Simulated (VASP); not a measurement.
# BN (R3m) in VASP: settings compared, part 2 of 2

VASP 6.6.1.

**4. Single point, PBE (volume scaled by 0.96)**

Contents of INCAR:

```
PREC = Accurate ; ENCUT = 520
EDIFF = 1E-6 ; ISMEAR = -1
SIGMA = 0.05 ; LREAL = F
LASPH = T ; NELM = 100
ALGO = Normal ; ISIF = 2
LWAVE = F ; LCHARG = F
GGA = PE ; NBANDS = 11
```

Contents of KPOINTS:

```
Automatic mesh
0
Gamma
  12 12 12
```

Contents of POSCAR:

```
BN
1.0
    1.2342126593      0.7125730110      3.3273486205
   -1.2342126593      0.7125730110      3.3273486205
    0.0000000000     -1.4251460221      3.3273486205
N B
1 1
Direct
    0.6672382000      0.6672382000      0.6672382000
    0.0003288000      0.0003288000      0.0003288000
```

Potentials or basis: VASP PAW PBE potentials, release 64 (N, B).

On the command line:

```sh
> cat potpaw_PBE.64/N/POTCAR potpaw_PBE.64/B/POTCAR > POTCAR
> mpirun -np 1 vasp_std > vasp.out
```

OUTCAR:

```text
PREC = Accurate
   ENCUT = 520
   EDIFF = 1E-6
   ISMEAR = -1
   LREAL = F
   LASPH = T
   NELM = 100
   ISIF = 2
   GGA = PE

 ion  position               nearest neighbor table
   1  0.667  0.667  0.667-   2 1.43   2 1.43   2 1.43
   2  0.000  0.000  0.000-   1 1.43   1 1.43   1 1.43

  LATTYP: Found a trigonal (rhomboedric) cell.
 ALAT       =     3.6197085555
 COS(alpha) =     0.7674786797

  Lattice vectors:

 A1 = (   1.2342126593,   0.7125730110,   3.3273486205)
 A2 = (  -1.2342126593,   0.7125730110,   3.3273486205)
 A3 = (   0.0000000000,  -1.4251460221,   3.3273486205)

Analysis of symmetry for initial positions (statically):
=====================================================================
 Subroutine PRICEL returns:
 Original cell was already a primitive cell.

 Routine SETGRP: Setting up the symmetry group for a
 trigonal (rhombohedral) supercell.

 Subroutine GETGRP returns: Found  6 space group operations
 (whereof  6 operations were pure point group operations)
 out of a pool of 12 trial point group operations.

The static configuration has the point symmetry C_3v.

Analysis of symmetry for dynamics (positions and initial velocities):
=====================================================================
 Subroutine PRICEL returns:
 Original cell was already a primitive cell.

 Routine SETGRP: Setting up the symmetry group for a
 trigonal (rhombohedral) supercell.

 Subroutine GETGRP returns: Found  6 space group operations
 (whereof  6 operations were pure point group operations)
 out of a pool of 12 trial point group operations.

The dynamic configuration has the point symmetry C_3v.

 Subroutine INISYM returns: Found  6 space group operations
 (whereof  6 operations are pure point group operations),
 and found     1 'primitive' translations

----------------------------------------------------------------------------------------
[... 113 lines left out ...]
     AMIX_MAG =   1.60;   BMIX_MAG =  1.00
  volume/ion in A,a.u.               =       8.78        59.24
  Fermi-wavevector in a.u.,A,eV,Ry     =   1.259743  2.380569 21.591789  1.586952
  Thomas-Fermi vector in A             =   2.393287
   LORBIT       =      0    0 simple, 1 ext, 2 COOP (PROOUT), +10 PAW based schemes
   GGA     = PE    functional components
   LHFCALC =     F    Hartree Fock is set to
   AEXX    =    0.0000 exact exchange contribution
   IVDW    =     0    specifies the selected vdW correction
   LEPSILON=     F    determine dielectric tensor
   LRPA    =     F    only Hartree local field effects (RPA)
 non-spin polarized calculation
  energy-cutoff  :      520.00
  volume of cell :       17.56
 maximum number of plane-waves:       485
   NGX = 13   NGY = 13   NGZ = 13

 number of electron       8.0000000 magnetization

 Free energy of the ion-electron system (eV)
  ---------------------------------------------------
  ext. energy  EPLUGINS =         0.00000000
  ---------------------------------------------------
  free energy    TOTEN  =       -17.53987419 eV

  energy without entropy =      -17.53987419  energy(sigma->0) =      -17.53987419

 E-fermi :   3.4475     XC(G=0): -10.1519

 val. band max:        2.4167773727   @ k =  -0.3333   0.3333   0.0000
 cond. band min:       6.7480748576   @ k =   0.5000   0.5000   0.0000
 fundamental gap:      4.3312974849
 Fermi energy:         3.4474954887

 k-point     1 :       0.0000    0.0000    0.0000
  band No.  band energies     occupation
      1     -15.6150      2.00000
      2      -1.9156      2.00000
      3       1.1835      2.00000
      4       1.1835      2.00000
      5       7.6613      0.00000
      6      14.4476      0.00000
      7      14.4476      0.00000
      8      16.0731      0.00000
      9      17.9425      0.00000
     10      29.0537      0.00000
     11      31.0654      0.00000
[... 309 lines left out ...]
 k-point    24 :      -0.4167    0.1667    0.0000
  band No.  band energies     occupation
      1     -12.0245      2.00000
      2      -6.3496      2.00000
      3      -3.0693      2.00000
      4       2.0861      2.00000
      5       7.7130      0.00000
      6      14.3028      0.00000
      7      16.3295      0.00000
      8      17.1059      0.00000
      9      20.5238      0.00000
     10      24.1651      0.00000
     11      26.3079      0.00000

 [... further k-points ...]
[... 5 lines left out ...]
  --------------------------------------------------------------------------------------
  -------------------------------------------------------------------------------------
  Total        2.2197102      2.2197102      0.2953902      0.0000000     -0.0000000      0.0000000
  in kB      202.5526546    202.5526545     26.9549039      0.0000000     -0.0000000      0.0000000
  external PRESSURE =     144.0200710 kB  Pullay stress =       0.0000000 kB

 VOLUME and BASIS-vectors are now :
 -----------------------------------------------------------------------------
  energy-cutoff  :      520.00
  volume of cell :       17.56
      direct lattice vectors                 reciprocal lattice vectors
     1.234212659  0.712573011  3.327348621     0.405116571  0.233894161  0.100179864
    -1.234212659  0.712573011  3.327348621    -0.405116571  0.233894161  0.100179864
     0.000000000 -1.425146022  3.327348621     0.000000000 -0.467788322  0.100179864

 POSITION                                       TOTAL-FORCE (eV/Angst)
 -----------------------------------------------------------------------------------
      0.00000     -0.00000      6.66040         0.000000     -0.000000      0.000011
      0.00000     -0.00000      0.00328         0.000000      0.000000     -0.000011
 -----------------------------------------------------------------------------------
    total drift:                               -0.000000      0.000000      0.000008

  FREE ENERGIE OF THE ION-ELECTRON SYSTEM (eV)
  ---------------------------------------------------
  free  energy   TOTEN  =       -17.5398741880 eV

  energy  without entropy=      -17.5398741879  energy(sigma->0) =      -17.53987419
```

stdout:

```text
POSCAR found type information on POSCAR N B
 POSCAR found :  2 types and       2 ions
 scaLAPACK will be used
 LDA part: xc-table for (Slater+PW92), standard interpolation
 POSCAR, INCAR and KPOINTS ok, starting setup
 FFT: planning ... GRIDC
 FFT: planning ... GRID_SOFT
 FFT: planning ... GRID
 WAVECAR not read
 entering main loop
```

It took 27 s on 1 thread of Intel Xeon Platinum 8488C (Sapphire Rapids), shared host; peak memory 0.17 GiB.

What came out:

```
Free energy            : -17.5399 eV
Pressure               : 14.4 GPa
Band gap on the k mesh : 4.33 eV, indirect (least direct gap 4.80 eV)
```

Levels at points of the mesh, in eV from the valence-band top:
```csv
k point,band 2,band 3,band 4,band 5,band 6,band 7
"(0.00, 0.00, 0.00)",-4.33,-1.23,-1.23,5.24,12.03,12.03
"(0.50, 0.00, 0.00)",-9.09,-4.13,-0.62,5.40,10.35,13.36
"(0.50, 0.50, 0.00)",-8.96,-4.19,-1.23,4.33,10.35,14.58
"(0.50, 0.50, 0.50)",-6.39,-1.25,-1.25,10.41,11.96,11.96
```

 A k mesh can miss the band edges.

**5. Single point, PBE (volume scaled by 0.98)**

Contents of INCAR:

```
SYSTEM = BN
PREC = Accurate
ENCUT = 520
EDIFF = 1E-6
ISMEAR = -1
SIGMA = 0.05
LREAL = .False.
LASPH = .True.
NELM = 60
ALGO = Normal
ISIF = 2
LWAVE = .False.
LCHARG = .True.
GGA = PE
LELF = .True.
LVHAR = .True.
NBANDS = 11
```

Contents of KPOINTS:

```
regular mesh
0
Gamma
  12 12 12
  0 0 0
```

Contents of POSCAR:

```
BN
1.0
    1.2427247397      0.7174874630      3.3502965776
   -1.2427247397      0.7174874630      3.3502965776
    0.0000000000     -1.4349749260      3.3502965776
N B
1 1
Direct
    0.6672382000      0.6672382000      0.6672382000
    0.0003288000      0.0003288000      0.0003288000
```

On the command line:

```sh
> cat potpaw_PBE.64/N/POTCAR potpaw_PBE.64/B/POTCAR > POTCAR
> mpirun -np 1 vasp_std > vasp.out
```

Run time: 30 s. Hardware: 1 thread of Intel Xeon Platinum 8488C (Sapphire Rapids), shared host; peak memory 0.17 GiB.

The run converged. Its results:

| Quantity | Value |
| --- | --- |
| Free energy | -17.5666 eV |
| Pressure | 8.8 GPa |
| Band gap on the k mesh | 4.31 eV, indirect (least direct gap 4.75 eV) |

Stress tensor (GPa, compression positive):
```
11.93  0.00  0.00
 0.00 11.93  0.00
 0.00  0.00  2.45
```

Levels at points of the mesh, in eV from the valence-band top:
| k point | band 1 | band 2 | band 3 | band 4 | band 5 | band 6 | band 7 | band 8 | band 9 |
| --- | --- | --- | --- | --- | --- | --- | --- | --- | --- |
| (0.00, 0.00, 0.00) | -17.90 | -4.25 | -1.26 | -1.26 | 5.21 | 11.85 | 11.85 | 13.39 | 15.13 |
| (0.50, 0.00, 0.00) | -14.65 | -9.01 | -4.10 | -0.61 | 5.34 | 10.13 | 13.22 | 15.16 | 20.18 |
| (0.50, 0.50, 0.00) | -14.58 | -8.88 | -4.16 | -1.20 | 4.31 | 10.13 | 14.42 | 17.77 | 20.59 |
| (0.50, 0.50, 0.50) | -17.63 | -6.26 | -1.28 | -1.28 | 10.26 | 11.78 | 11.78 | 12.62 | 16.58 |

 A k mesh can miss the band edges.

**6. Single point, PBE (volume scaled by 1.02)**

Contents of INCAR:

```
ALGO = Normal
EDIFF = 1E-6
ENCUT = 520
GGA = PE
ISIF = 2
ISMEAR = -1
LASPH = True
LCHARG = False
LREAL = False
LWAVE = False
NBANDS = 11
NELM = 100
PREC = Accurate
SIGMA = 0.05
```

Contents of KPOINTS:

```
k-points
0
Gamma
  12 12 12
```

Contents of POSCAR:

```
BN
1.0
    1.2594075994      0.7271193165      3.3952723682
   -1.2594075994      0.7271193165      3.3952723682
    0.0000000000     -1.4542386330      3.3952723682
N B
1 1
Direct
    0.6672382000      0.6672382000      0.6672382000
    0.0003288000      0.0003288000      0.0003288000
```

Potentials or basis: VASP PAW PBE potentials, release 64 (N, B).

On the command line:

```sh
> cat potpaw_PBE.64/N/POTCAR potpaw_PBE.64/B/POTCAR > POTCAR
> mpirun -np 1 vasp_std > vasp.out
```

Wall time 29 s (1 thread of Intel Xeon Platinum 8488C (Sapphire Rapids), shared host); peak memory 0.17 GiB.

It converged, with:

* Free energy: -17.5842 eV
* Pressure: -1.1 GPa
* Largest force: 0.004 eV/Å
* Band gap on the k mesh: 4.26 eV, indirect (least direct gap 4.65 eV)

Forces in eV/Å, atoms in the order of the input:
```
N    0.000  0.000 -0.004
B    0.000  0.000  0.004
```

Stress tensor (GPa, compression positive):
```
-2.61  0.00  0.00
 0.00 -2.61  0.00
 0.00  0.00  2.03
```

Levels at points of the mesh, in eV from the valence-band top:
| k point | band 1 | band 2 | band 3 | band 4 | band 5 | band 6 | band 7 | band 8 | band 9 |
| --- | --- | --- | --- | --- | --- | --- | --- | --- | --- |
| (0.00, 0.00, 0.00) | -17.66 | -4.11 | -1.31 | -1.31 | 5.13 | 11.51 | 11.51 | 12.90 | 14.37 |
| (0.50, 0.00, 0.00) | -14.53 | -8.85 | -4.04 | -0.59 | 5.23 | 9.72 | 12.96 | 14.88 | 19.75 |
| (0.50, 0.50, 0.00) | -14.46 | -8.73 | -4.10 | -1.14 | 4.26 | 9.71 | 14.11 | 17.35 | 20.00 |
| (0.50, 0.50, 0.50) | -17.41 | -6.01 | -1.33 | -1.33 | 9.97 | 11.45 | 11.45 | 11.88 | 16.08 |

**7. Overview**

| level | potentials or basis | cell | k mesh | gap on the mesh (eV) | pressure (GPa) |
| --- | --- | --- | --- | --- | --- |
| PBE | VASP PAW PBE potentials, release 64 (N, B) | a = 3.669 Å, angles 39.9°, 2 atoms | 8 × 8 × 8 | 4.29 | 3.6 |
| LDA | VASP PAW LDA potentials, release 64 (N, B) | a = 3.669 Å, angles 39.9°, 2 atoms | 12 × 12 × 12 | 4.09 | -3.8 |
| PBE | VASP PAW PBE potentials, release 64 (N, B) | a = 3.620 Å, angles 39.9°, 2 atoms | 12 × 12 × 12 | 4.33 | 14.4 |
| PBE | VASP PAW PBE potentials, release 64 (N, B) | a = 3.645 Å, angles 39.9°, 2 atoms | 12 × 12 × 12 | 4.31 | 8.8 |
| PBE | VASP PAW PBE potentials, release 64 (N, B) | a = 3.694 Å, angles 39.9°, 2 atoms | 12 × 12 × 12 | 4.26 | -1.1 |

Alike in all rows: task single point; no spin polarisation; cutoff (eV) 520; smearing fermi-dirac 0.05 eV.

Total energies depend on the potentials used, so only differences within one code and one set of settings carry meaning.
